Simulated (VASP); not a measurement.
## CaF: relaxation of cell and atoms with PBE

The system is CaF.

```
CELL_PARAMETERS angstrom
1.93537 1.11739 6.52676
-1.93537 1.11739 6.52676
0.00000 -2.23477 6.52676
ATOMIC_POSITIONS crystal
Ca 0.25036 0.25036 0.25036
Ca 0.74964 0.74964 0.74964
F 0.37487 0.37487 0.37487
F 0.62513 0.62513 0.62513
```

```yaml
Program: VASP 6.6.1
Task: relaxation of cell and atoms
Functional: PBE
Potentials_or_basis: VASP PAW PBE potentials, release 64 (Ca_sv, F)
Cutoff: 600 eV
k_mesh: 12 × 12 × 12
Occupations: gaussian, width 0.1 eV
Spin: no spin polarisation
Dipole_correction: no
Further_INCAR_settings: ALGO = Normal; EDIFF = 1e-06; IBRION = 2; EDIFFG = -0.01; NSW = 100; ISIF = 3
```

```yaml
Relaxed_volume: 21.40 Å³/atom
Relaxed_cell: a = 6.905 Å, b = 6.905 Å, c = 6.905 Å, α = 32.72°, β = 32.72°, γ = 32.72°
Space_group_after_relaxing_to_0.05_Å: R-3m (No. 166)
Energy_gained_by_relaxing: 0.4 meV/atom
Ionic_steps: 6
Pressure_after_relaxing: 0.0 GPa
Band_gap_on_the_k_mesh: zero (band 17 reaches 3.67 eV, above the bottom of band 18 at 3.20 eV)
```

Step by step:
```tsv
step	energy change (eV)	largest force (eV/Å)	pressure (GPa)	volume (Å³)
1	0.0000	0.0332	0.36	84.69
2	-0.0010	0.0401	0.05	85.28
3	-0.0012	0.0457	-0.04	85.49
4	-0.0012	0.0474	-0.06	85.55
5	-0.0015	0.0263	-0.04	85.57
6	-0.0016	0.0003	0.00	85.59
```

Final structure:
```
Ca F
1.0
     1.94526    1.12310    6.52979
    -1.94526    1.12310    6.52979
     0.00000   -2.24619    6.52979
Ca F
2 2
Direct
  0.25077 0.25077 0.25077
  0.74923 0.74923 0.74923
  0.37517 0.37517 0.37517
  0.62483 0.62483 0.62483
```

Levels at points of the mesh, in eV from the Fermi level:
```
           k point  band 15  band 16  band 17  band 18  band 19  band 20
(0.00, 0.00, 0.00)    -7.32    -7.18    -2.67     0.77     1.57     2.69
(0.50, 0.00, 0.00)    -7.06    -7.02    -0.24     0.01     1.41     1.60
(0.50, 0.50, 0.00)    -7.09    -7.02    -0.16     0.14     0.86     2.49
(0.50, 0.50, 0.50)    -7.32    -7.30    -2.02    -0.41     2.38     2.55
```

It took 28 min on 1 thread of Intel(R) Xeon(R) 6975P-C (Granite Rapids) (shared host), peak memory 0.71 GiB.
